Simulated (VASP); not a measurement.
# Si2W3 (R-3m) in VASP: single point with PBE

Aim: the single point of Si2W3 with PBE.

Program: VASP 6.6.1. These are calculated values, not measurements. Logs are shortened: lines on timing, memory, paths and dates and some standing lists are left out, and cuts for length are marked.

**1. The cell of the first run**

Symmetry: R-3m, No. 166, trigonal system. Conventional cell: a = 2.827 Å, b = 2.827 Å, c = 32.624 Å, α = 90.00°, β = 90.00°, γ = 120.00°. Within 3.5 Å of Si (site symmetry 3m) lie 6 W at 2.66 to 2.70 Å and 6 Si at 2.83 Å. Within 3.6 Å of W (site symmetry -3m) lie 6 Si at 2.70 Å and 6 W at 2.83 Å. W (site symmetry 3m) has 3 Si at 2.66 Å and 9 W at 2.83 to 2.89 Å within 3.5 Å.

**2. Single point, PBE**

Contents of INCAR:

```
PREC     = Accurate       # precision mode
ENCUT    = 520            # plane-wave cutoff, eV
EDIFF    = 1E-6           # SCF threshold, eV
ISMEAR   = 0              # smearing method
SIGMA    = 0.1            # smearing width, eV
LREAL    = F              # projectors in reciprocal space
LASPH    = T              # aspherical terms in the spheres
NELM     = 80             # most SCF steps
ALGO     = Normal         # electronic algorithm
ISIF     = 2              # what is computed and relaxed
LWAVE    = F              # write WAVECAR
LCHARG   = F              # write CHGCAR
GGA      = PE             # functional
NBANDS   = 33             # bands
```

Contents of KPOINTS:

```
Automatic mesh
0
Gamma
  6 6 6
```

Contents of POSCAR:

```
Si2W3
1.0
    1.4132680441      0.8159506857     10.8747187214
   -1.4132680441      0.8159506857     10.8747187214
    0.0000000000     -1.6319013713     10.8747187214
Si W
2 3
Direct
    0.3992100000      0.3992100000      0.3992100000
    0.6007900000      0.6007900000      0.6007900000
    0.0000000000      0.0000000000      0.0000000000
    0.2031420167      0.2031420167      0.2031420167
    0.7968579833      0.7968579833      0.7968579833
```

Potentials or basis: VASP PAW PBE potentials, release 64 (Si, W_sv).

On the command line:

```console
$ cat potpaw_PBE.64/Si/POTCAR potpaw_PBE.64/W_sv/POTCAR > POTCAR
$ mpirun -np 1 vasp_std > vasp.out
```

OUTCAR:

```text
PREC = Accurate
   ENCUT = 520
   EDIFF = 1E-6
   ISMEAR = 0
   LREAL = F
   LASPH = T
   NELM = 80
   ISIF = 2
   GGA = PE

 ion  position               nearest neighbor table
   1  0.399  0.399  0.399-   5 2.66   5 2.66   5 2.66   3 2.70   3 2.70   3 2.70
   2  0.601  0.601  0.601-   4 2.66   4 2.66   4 2.66   3 2.70   3 2.70   3 2.70
   3  0.000  0.000  0.000-   2 2.70   1 2.70   2 2.70   2 2.70   1 2.70   1 2.70
   4  0.203  0.203  0.203-   2 2.66   2 2.66   2 2.66   5 2.89   5 2.89   5 2.89
   5  0.797  0.797  0.797-   1 2.66   1 2.66   1 2.66   4 2.89   4 2.89   4 2.89

  LATTYP: Found a trigonal (rhomboedric) cell.
 ALAT       =    10.9964816808
 COS(alpha) =     0.9669652090

  Lattice vectors:

 A1 = (   1.4132680441,   0.8159506857,  10.8747187214)
 A2 = (  -1.4132680441,   0.8159506857,  10.8747187214)
 A3 = (   0.0000000000,  -1.6319013713,  10.8747187214)

Analysis of symmetry for initial positions (statically):
=====================================================================
 Subroutine PRICEL returns:
 Original cell was already a primitive cell.

 Routine SETGRP: Setting up the symmetry group for a
 trigonal (rhombohedral) supercell.

 Subroutine GETGRP returns: Found 12 space group operations
 (whereof 12 operations were pure point group operations)
 out of a pool of 12 trial point group operations.

The static configuration has the point symmetry D_3d.

Analysis of symmetry for dynamics (positions and initial velocities):
=====================================================================
 Subroutine PRICEL returns:
 Original cell was already a primitive cell.

 Routine SETGRP: Setting up the symmetry group for a
 trigonal (rhombohedral) supercell.

 Subroutine GETGRP returns: Found 12 space group operations
 (whereof 12 operations were pure point group operations)
 out of a pool of 12 trial point group operations.

The dynamic configuration has the point symmetry D_3d.

 Subroutine INISYM returns: Found 12 space group operations
 (whereof 12 operations are pure point group operations),
 and found     1 'primitive' translations

----------------------------------------------------------------------------------------

                                     Primitive cell

  volume of cell :      75.2416

  direct lattice vectors                    reciprocal lattice vectors
     1.413268044  0.815950686 10.874718721     0.353789928  0.204260710  0.030652134
    -1.413268044  0.815950686 10.874718721    -0.353789928  0.204260710  0.030652134
     0.000000000 -1.631901371 10.874718721     0.000000000 -0.408521421  0.030652134

  length of vectors
    10.996481681 10.996481681 10.996481681     0.409669750  0.409669750  0.409669751

  position of ions in fractional coordinates (direct lattice)
     0.399210000  0.399210000  0.399210000
     0.600790000  0.600790000  0.600790000
     0.000000000  0.000000000  0.000000000
     0.203142017  0.203142017  0.203142017
     0.796857983  0.796857983  0.796857983

  ion indices of the primitive-cell ions
   primitive index   ion index
                 1           1
                 2           2
                 3           3
                 4           4
                 5           5

----------------------------------------------------------------------------------------

 KPOINTS: Automatic mesh

Automatic generation of k-mesh.
 Grid dimensions read from file:
 generate k-points for:    6    6    6

 Generating k-lattice:

  Cartesian coordinates                     Fractional coordinates (reciprocal lattice)
     0.058964988  0.034043452  0.005108689     0.166666667 -0.000000000  0.000000000
    -0.058964988  0.034043452  0.005108689    -0.000000000  0.166666667  0.000000000
     0.000000000 -0.068086903  0.005108689     0.000000000  0.000000000  0.166666667

  Length of vectors
     0.068278292  0.068278292  0.068278292

  Shift w.r.t. Gamma in fractional coordinates (k-lattice)
     0.000000000  0.000000000  0.000000000

 Subroutine IBZKPT returns following result:
 ===========================================

 Found     32 irreducible k-points:

 Following reciprocal coordinates:
            Coordinates               Weight
  0.000000  0.000000  0.000000      1.000000
  0.166667 -0.000000  0.000000      6.000000
  0.333333  0.000000  0.000000      6.000000
  0.500000  0.000000  0.000000      3.000000
  0.166667  0.166667  0.000000      6.000000
  0.333333  0.166667  0.000000     12.000000
[... 16 lines left out ...]
  0.500000  0.500000  0.166667      6.000000
 -0.333333  0.500000  0.166667     12.000000
 [... further k-points ...]
   k-points           NKPTS =     32   k-points in BZ     NKDIM =     32   number of bands    NBANDS=     33
   number of dos      NEDOS =    301   number of ions     NIONS =      5
   total plane-waves  NPLWV = 592704
   dimension x,y,z NGX =    84 NGY =   84 NGZ =   84
   dimension x,y,z NGXF=   168 NGYF=  168 NGZF=  168
   ions per type =               2   3
   NGX,Y,Z   is equivalent  to a cutoff of  12.70, 12.70, 12.70 a.u.
   NGXF,Y,Z  is equivalent  to a cutoff of  25.40, 25.40, 25.40 a.u.
 SYSTEM =  unknown system
   PREC   = accura    normal or accurate (medium, high low for compatibility)
   ISTART =      0    job   : 0-new  1-cont  2-samecut
   ICHARG =      2    charge: 1-file 2-atom 10-const
   ISPIN  =      1    spin polarized calculation?
   LNONCOLLINEAR =      F non collinear calculations
   LSORBIT =      F    spin-orbit coupling
   LASPH  =      T    aspherical Exc in radial PAW
   ENCUT  =  520.0 eV  38.22 Ry    6.18 a.u.  20.45 20.45 20.45*2*pi/ulx,y,z
   NELM   =     80;   NELMIN=  2; NELMDL= -5     # of ELM steps
   EDIFF  = 0.1E-05   stopping-criterion for ELM
   LREAL  =      F    real-space projection
   EDIFFG = 0.1E-04   stopping-criterion for IOM
   NSW    =      0    number of steps for IOM
   IBRION =     -1    ionic relax: 0-MD 1-quasi-New 2-CG
   NFREE  =      0    steps in history (QN), initial steepest desc. (CG)
   ISIF   =      2    stress and relaxation
   ISYM   =      2    0-nonsym 1-usesym 2-fastsym
   POTIM  = 0.5000    time-step for ionic-motion
   TEBEG  =    0.0;   TEEND  =   0.0 temperature during run
   PSTRESS=    0.0 pullay stress
   NELECT =      50.0000    total number of electrons
   NUPDOWN=      -1.0000    fix difference up-down
   EMIN   =  10.00;   EMAX   =-10.00  energy-range for DOS
   EFERMI =   0.00;   METHOD = LEGACY
   ISMEAR =     0;   SIGMA  =   0.10  broadening in eV -4-tet -1-fermi 0-gaus
   EFERMI_NEDOS =   21; number of points for ismear=-14 and -15
   IALGO  =     38    algorithm
   IMIX   =      4    mixing-type and parameters
     AMIX     =   0.40;   BMIX     =  1.00
     AMIX_MAG =   1.60;   BMIX_MAG =  1.00
  volume/ion in A,a.u.               =      15.05       101.55
  Fermi-wavevector in a.u.,A,eV,Ry     =   1.428605  2.699673 27.768308  2.040913
  Thomas-Fermi vector in A             =   2.548649
   LORBIT       =      0    0 simple, 1 ext, 2 COOP (PROOUT), +10 PAW based schemes
   GGA     = PE    functional components
   LHFCALC =     F    Hartree Fock is set to
   AEXX    =    0.0000 exact exchange contribution
   IVDW    =     0    specifies the selected vdW correction
   LEPSILON=     F    determine dielectric tensor
   LRPA    =     F    only Hartree local field effects (RPA)
 non-spin polarized calculation
 Gauss-broadening in eV      SIGMA  =   0.10
  energy-cutoff  :      520.00
  volume of cell :       75.24
 maximum number of plane-waves:      2046
 NGX is ok and might be reduce to    84
   NGX = 41   NGY = 41   NGZ = 41

 number of electron      50.0000000 magnetization

 Free energy of the ion-electron system (eV)
  ---------------------------------------------------
  ext. energy  EPLUGINS =         0.00000000
  ---------------------------------------------------
  free energy    TOTEN  =       -48.54394633 eV

  energy without entropy =      -48.52314142  energy(sigma->0) =      -48.53354388

 E-fermi :  11.0210     XC(G=0): -12.7934

 val. band max:       11.0185073584   @ k =   0.5000   0.1667   0.1667
 cond. band min:      11.0243699808   @ k =   0.3333   0.0000   0.0000
 fundamental gap:      0.0058626224
 Fermi energy:        11.0209695225

 k-point     1 :       0.0000    0.0000    0.0000
  band No.  band energies     occupation
      1     -62.9938      2.00000
      2     -62.8593      2.00000
      3     -62.8141      2.00000
      4     -27.3644      2.00000
      5     -27.2850      2.00000
      6     -26.8445      2.00000
[... 25 lines left out ...]
     32      14.0459      0.00000
     33      16.7972      0.00000

 k-point     2 :       0.1667   -0.0000    0.0000
  band No.  band energies     occupation
      1     -62.9738      2.00000
      2     -62.8367      2.00000
      3     -62.7969      2.00000
      4     -27.3061      2.00000
      5     -27.2459      2.00000
      6     -27.0138      2.00000
[... 25 lines left out ...]
     32      14.0462      0.00000
     33      16.3657      0.00000

 k-point     3 :       0.3333    0.0000    0.0000
  band No.  band energies     occupation
      1     -62.9335      2.00000
      2     -62.7897      2.00000
      3     -62.7637      2.00000
      4     -27.4960      2.00000
      5     -27.3857      2.00000
      6     -27.3452      2.00000
[... 25 lines left out ...]
     32      14.5463      0.00000
     33      15.1366      0.00000

 k-point     4 :       0.5000    0.0000    0.0000
  band No.  band energies     occupation
      1     -62.9133      2.00000
      2     -62.7640      2.00000
      3     -62.7492      2.00000
      4     -27.7267      2.00000
      5     -27.6114      2.00000
      6     -27.5463      2.00000
[... 673 lines left out ...]
     32      15.4195      0.00000
     33      15.9930      0.00000

 k-point    23 :       0.5000    0.5000    0.1667
  band No.  band energies     occupation
      1     -62.9335      2.00000
      2     -62.7897      2.00000
      3     -62.7637      2.00000
      4     -27.4960      2.00000
      5     -27.3857      2.00000
      6     -27.3452      2.00000
[... 25 lines left out ...]
     32      14.5555      0.00000
     33      14.5556      0.00000

 k-point    24 :      -0.3333    0.5000    0.1667
  band No.  band energies     occupation
      1     -62.9133      2.00000
      2     -62.7640      2.00000
      3     -62.7491      2.00000
      4     -27.6071      2.00000
      5     -27.4896      2.00000
      6     -27.4360      2.00000
[... 25 lines left out ...]
     32      14.9619      0.00000
     33      16.1720      0.00000

 [... further k-points ...]

------------------------ aborting loop because EDIFF is reached ----------------------------------------

  FORCE on cell =-STRESS in cart. coord.  units (eV):
  Direction    XX          YY          ZZ          XY          YZ          ZX
  --------------------------------------------------------------------------------------
  -------------------------------------------------------------------------------------
  Total        0.0612618      0.0612618      0.1474047      0.0000000      0.0000000      0.0000000
  in kB        1.3044951      1.3044951      3.1388045      0.0000000      0.0000000      0.0000000
  external PRESSURE =       1.9159316 kB  Pullay stress =       0.0000000 kB

 VOLUME and BASIS-vectors are now :
 -----------------------------------------------------------------------------
  energy-cutoff  :      520.00
  volume of cell :       75.24
      direct lattice vectors                 reciprocal lattice vectors
     1.413268044  0.815950686 10.874718721     0.353789928  0.204260710  0.030652134
    -1.413268044  0.815950686 10.874718721    -0.353789928  0.204260710  0.030652134
     0.000000000 -1.631901371 10.874718721     0.000000000 -0.408521421  0.030652134

 POSITION                                       TOTAL-FORCE (eV/Angst)
 -----------------------------------------------------------------------------------
      0.00000      0.00000     13.02389         0.000000     -0.000000     -0.009031
      0.00000      0.00000     19.60027         0.000000      0.000000      0.009031
      0.00000      0.00000      0.00000         0.000000     -0.000000     -0.000000
      0.00000      0.00000      6.62734         0.000000     -0.000000     -0.000067
      0.00000      0.00000     25.99682         0.000000      0.000000      0.000067
 -----------------------------------------------------------------------------------
    total drift:                                0.000000      0.000000     -0.000000

  FREE ENERGIE OF THE ION-ELECTRON SYSTEM (eV)
  ---------------------------------------------------
  free  energy   TOTEN  =       -48.5439463303 eV

  energy  without entropy=      -48.5231414237  energy(sigma->0) =      -48.53354388
```

Wall time 24 min (1 thread of Intel Xeon Platinum 8375C at 2.90GHz (Ice Lake), shared host); peak memory 1.1 GiB.

What came out:

| Property | Result |
| --- | --- |
| Free energy | -48.5439 eV |
| Pressure | 0.2 GPa |
| Largest force | 0.009 eV/Å |
| Band gap on the k mesh | zero (bands 25 and 26 overlap by 0.95 eV) |

Forces in eV/Å, atoms in the order of the input:
```
Si   0.000  0.000 -0.009
Si   0.000  0.000  0.009
W    0.000  0.000  0.000
W    0.000  0.000  0.000
W    0.000  0.000  0.000
```

Caveat: the k points lie up to 0.43 Å⁻¹ apart, too coarse for converged energies and pressures of a metal; spin-orbit coupling is left out, which moves the levels of the heavy elements.
